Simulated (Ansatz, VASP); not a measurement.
## One calculation of Mg4H, two programs

```
CELL_PARAMETERS angstrom
2.68209 -2.82699 0.00000
2.68209 2.82699 0.00000
0.00000 0.00000 8.14189
ATOMIC_POSITIONS crystal
Mg 0.00000 0.00000 0.67274
Mg 0.00000 0.00000 0.32726
Mg 0.25374 0.74626 0.00000
Mg 0.74626 0.25374 0.00000
H 0.50000 0.50000 0.50000
```

Alike in both runs: functional PBE; k mesh 10 × 10 × 6; occupations gaussian, width 0.1 eV; no spin polarisation.

Ansatz relaxed the structure, and its values are those at the end. VASP's run is a single point on that final structure, the one shown.

|  | VASP | Ansatz |
| --- | --- | --- |
| version | VASP 6.6.1 | Ansatz 0.2.0 |
| potentials or method | VASP PAW PBE potentials, release 64 (Mg, H), cutoff 520 eV | scalar-relativistic, plane waves, PAW |
| valence electrons in the cell | 9 | 41 |

```tsv
	VASP	Ansatz	Ansatz less VASP
gap on the k mesh at the Fermi level (eV)	none	none	-
pressure (GPa)	0.0	0.0	+0.05
```

A gap of «none» marks a metal or a gap that the smearing closes. VASP's potentials hold 9 valence electrons a cell and Ansatz's 41, so a difference there can come from the potentials and not from the codes.
